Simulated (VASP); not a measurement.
# BN (Fmm2) in VASP: settings compared

Aim: see how the results for BN move with the level of theory and the settings. Levels: r2SCAN+D4, LDA, BLYP+D3(BJ). Tasks: single point, relaxation of cell and atoms.

Everything below comes from runs of VASP 6.6.1. Logs are shortened: lines on timing, memory, paths and dates and some standing lists are left out, and cuts for length are marked.

## 1. The cell of the first run

It takes space group Fmm2 (No. 42, orthorhombic). Conventional cell: a = 2.500 Å, b = 6.665 Å, c = 4.324 Å, α = 90.00°, β = 90.00°, γ = 90.00°. B (site symmetry mm2) has 3 N at 1.44 Å within 1.9 Å. N (site symmetry mm2) has 3 B at 1.44 Å within 1.9 Å.

## 2. Single point, r2SCAN+D4

File POSCAR:

```
BN
1.0
    0.0000000000      3.3324209988      2.1620025085
    1.2500777361      0.0000000000      2.1620025085
    1.2500777361      3.3324209988      0.0000000000
B N
1 1
Direct
    0.0001226455      0.0001226455      0.9998773545
    0.6665940212      0.6665940212      0.3334059788
```

File INCAR.step1:

```
ALGO = Normal
EDIFF = 1E-5
ENCUT = 660
GGA = PE
GGA_COMPAT = False
ISMEAR = 0
LASPH = True
LCHARG = False
LREAL = False
LWAVE = True
NBANDS = 11
NELM = 120
PREC = Accurate
SIGMA = 0.01
```

File INCAR.step2:

```
ALGO = Normal
EDIFF = 1E-6
ENCUT = 660
GGA_COMPAT = False
ISIF = 2
ISMEAR = 0
ISTART = 1
IVDW = 13
LASPH = True
LCHARG = False
LMIXTAU = True
LREAL = False
LWAVE = False
METAGGA = R2SCAN
NBANDS = 11
NELM = 120
PREC = Accurate
SIGMA = 0.01
VDW_A1 = 0.51559235
VDW_A2 = 5.77342911
VDW_S6 = 1.0
VDW_S8 = 0.6018749
```

File KPOINTS:

```
k-points
0
Gamma
  10 10 10
```

Potentials or basis: VASP PAW PBE potentials, release 64 (B, N).

Run with:

```sh
$ cat potpaw_PBE.64/B/POTCAR potpaw_PBE.64/N/POTCAR > POTCAR
$ cp INCAR.step1 INCAR
$ mpirun -np 1 vasp_std > vasp.out
$ cp INCAR.step2 INCAR
$ mpirun -np 1 vasp_std > vasp.out
```

OUTCAR:

```text
EDIFF = 1E-6
   ENCUT = 660
   ISIF = 2
   ISMEAR = 0
   ISTART = 1
   IVDW = 13
   LASPH = True
   LREAL = False
   METAGGA = R2SCAN
   NELM = 120
   PREC = Accurate

 ion  position               nearest neighbor table
   1  0.000  0.000  1.000-   2 1.44   2 1.44   2 1.44
   2  0.667  0.667  0.333-   1 1.44   1 1.44   1 1.44

  LATTYP: Found a face centered orthorhombic cell.
 ALAT       =     2.5001554722
 B/A-ratio  =     1.7294944515
 C/A-ratio  =     2.6657710177

  Lattice vectors:

 A1 = (  -0.0000000000,   3.3324209988,   2.1620025085)
 A2 = (  -1.2500777361,   3.3324209988,   0.0000000000)
 A3 = (  -1.2500777361,   0.0000000000,   2.1620025085)

Analysis of symmetry for initial positions (statically):
=====================================================================
 Subroutine PRICEL returns:
 Original cell was already a primitive cell.

 Routine SETGRP: Setting up the symmetry group for a
 face centered orthorhombic supercell.

 Subroutine GETGRP returns: Found  4 space group operations
 (whereof  4 operations were pure point group operations)
 out of a pool of  8 trial point group operations.

The static configuration has the point symmetry C_2v.

Analysis of symmetry for dynamics (positions and initial velocities):
=====================================================================
 Subroutine PRICEL returns:
 Original cell was already a primitive cell.

 Routine SETGRP: Setting up the symmetry group for a
 face centered orthorhombic supercell.

 Subroutine GETGRP returns: Found  4 space group operations
 (whereof  4 operations were pure point group operations)
 out of a pool of  8 trial point group operations.

The dynamic configuration has the point symmetry C_2v.

 Subroutine INISYM returns: Found  4 space group operations
 (whereof  4 operations are pure point group operations),
 and found     1 'primitive' translations

----------------------------------------------------------------------------------------

                                     Primitive cell

  volume of cell :      18.0129

  direct lattice vectors                    reciprocal lattice vectors
     0.000000000  3.332420999  2.162002509    -0.399975126  0.150041066  0.231267077
     1.250077736  0.000000000  2.162002509     0.399975126 -0.150041066  0.231267077
     1.250077736  3.332420999  0.000000000     0.399975126  0.150041066 -0.231267077

  length of vectors
     3.972314761  2.497388475  3.559174632     0.485774519  0.485774519  0.485774519

  position of ions in fractional coordinates (direct lattice)
     0.000122645  0.000122645  0.999877355
[... 89 lines left out ...]
   NELECT =       8.0000    total number of electrons
   NUPDOWN=      -1.0000    fix difference up-down
   EMIN   =  10.00;   EMAX   =-10.00  energy-range for DOS
   EFERMI =   0.00;   METHOD = LEGACY
   ISMEAR =     0;   SIGMA  =   0.01  broadening in eV -4-tet -1-fermi 0-gaus
   EFERMI_NEDOS =   21; number of points for ismear=-14 and -15
   IALGO  =     38    algorithm
   IMIX   =      4    mixing-type and parameters
     AMIX     =   0.40;   BMIX     =  1.00
     AMIX_MAG =   1.60;   BMIX_MAG =  1.00
  volume/ion in A,a.u.               =       9.01        60.78
  Fermi-wavevector in a.u.,A,eV,Ry     =   1.249042  2.360348 21.226539  1.560107
  Thomas-Fermi vector in A             =   2.383101
   LORBIT       =      0    0 simple, 1 ext, 2 COOP (PROOUT), +10 PAW based schemes
   METAGGA = R2SCAN    functional components
   LHFCALC =     F    Hartree Fock is set to
   AEXX    =    0.0000 exact exchange contribution
   IVDW    =    13    specifies the selected vdW correction
   LEPSILON=     F    determine dielectric tensor
   LRPA    =     F    only Hartree local field effects (RPA)
 non-spin polarized calculation
 Gauss-broadening in eV      SIGMA  =   0.01
  energy-cutoff  :      660.00
  volume of cell :       18.01
 maximum number of plane-waves:       704
 NGX is ok and might be reduce to    36
   NGX = 17   NGY = 11   NGZ = 15

 number of electron       8.0000000 magnetization

 Free energy of the ion-electron system (eV)
  ---------------------------------------------------
  ext. energy  EPLUGINS =         0.00000000
  ---------------------------------------------------
  free energy    TOTEN  =       -19.29494969 eV

  energy without entropy =      -19.29494969  energy(sigma->0) =      -19.29494969

 E-fermi :   2.2120     XC(G=0): -10.7304

 val. band max:        2.1472054594   @ k =   0.5000  -0.4000   0.1000
 cond. band min:       6.3047241541   @ k =   0.0000   0.5000   0.5000
 fundamental gap:      4.1575186947
 Fermi energy:         2.2120479276

 k-point     1 :       0.0000    0.0000    0.0000
  band No.  band energies     occupation
      1     -16.8213      2.00000
      2      -2.2460      2.00000
      3       0.6865      2.00000
      4       0.6882      2.00000
      5       7.6096      0.00000
      6      14.4056      0.00000
      7      14.5089      0.00000
      8      16.5447      0.00000
      9      17.7828      0.00000
     10      29.3723      0.00000
     11      31.4153      0.00000
[... 309 lines left out ...]
 k-point    24 :       0.4000    0.3000   -0.0000
  band No.  band energies     occupation
      1     -14.4508      2.00000
      2      -5.5381      2.00000
      3      -2.3207      2.00000
      4       0.6121      2.00000
      5      10.4369      0.00000
      6      11.5580      0.00000
      7      14.8698      0.00000
      8      19.0821      0.00000
      9      21.4071      0.00000
     10      22.8717      0.00000
     11      27.0674      0.00000

 [... further k-points ...]

------------------------ aborting loop because EDIFF is reached ----------------------------------------

  DFT-D4 for vdW energy calculation

  Edisp (eV):   -0.13772

  FORCE on cell =-STRESS in cart. coord.  units (eV):
  Direction    XX          YY          ZZ          XY          YZ          ZX
  --------------------------------------------------------------------------------------
  -------------------------------------------------------------------------------------
  Total       0.08073    -0.01832     0.08392     0.00000     0.00000     0.00000
  in kB       7.18042    -1.62937     7.46401     0.00000     0.00000     0.00000
  external pressure =        4.34 kB  Pullay stress =        0.00 kB

 VOLUME and BASIS-vectors are now :
 -----------------------------------------------------------------------------
  energy-cutoff  :      660.00
  volume of cell :       18.01
      direct lattice vectors                 reciprocal lattice vectors
     0.000000000  3.332420999  2.162002509    -0.399975126  0.150041066  0.231267077
     1.250077736  0.000000000  2.162002509     0.399975126 -0.150041066  0.231267077
     1.250077736  3.332420999  0.000000000     0.399975126  0.150041066 -0.231267077

 POSITION                                       TOTAL-FORCE (eV/Angst)
 -----------------------------------------------------------------------------------
      1.25008      3.33242      0.00053         0.000000      0.000000     -0.001844
      1.25008      3.33242      2.88236         0.000000      0.000000      0.001844
 -----------------------------------------------------------------------------------
    total drift:                               -0.000010      0.000010     -0.000055

  FREE ENERGIE OF THE ION-ELECTRON SYSTEM (eV)
  ---------------------------------------------------
  free  energy   TOTEN  =       -19.4326675064 eV

  energy  without entropy=      -19.4326675064  energy(sigma->0) =      -19.43266751
```

Wall time 3.7 min (1 thread of Intel Xeon Platinum 8259CL at 2.50GHz (Skylake/Cascade Lake), shared host); peak memory 0.19 GiB.

What came out:

```
Free energy                : -19.4327 eV
Pressure                   : 0.4 GPa
Band gap on the k mesh     : 4.16 eV (least direct gap 5.39 eV)
Dispersion energy per atom : -0.069 eV
```

Levels at points of the mesh, in eV from the valence-band top:
```csv
k point,band 1,band 2,band 3,band 4,band 5,band 6,band 7,band 8,band 9
"(0.00, 0.00, 0.00)",-18.97,-4.39,-1.46,-1.46,5.46,12.26,12.36,14.40,15.64
"(0.50, 0.00, 0.00)",-15.63,-9.40,-4.40,-1.06,5.19,10.59,14.34,17.07,21.49
"(0.50, 0.50, 0.00)",-15.69,-9.53,-4.39,-0.38,6.77,10.11,12.98,14.74,20.82
"(0.50, 0.00, 0.50)",-18.69,-6.52,-1.50,-1.45,10.87,12.19,12.30,13.11,17.82
"(0.00, 0.50, 0.50)",-15.54,-9.26,-4.46,-1.65,4.16,10.58,15.77,20.30,21.74
```

Caveat: the PAW data sets were made with another functional, which shifts forces and pressure a little. A k mesh can miss the band edges.

[end of part 1 of 2]
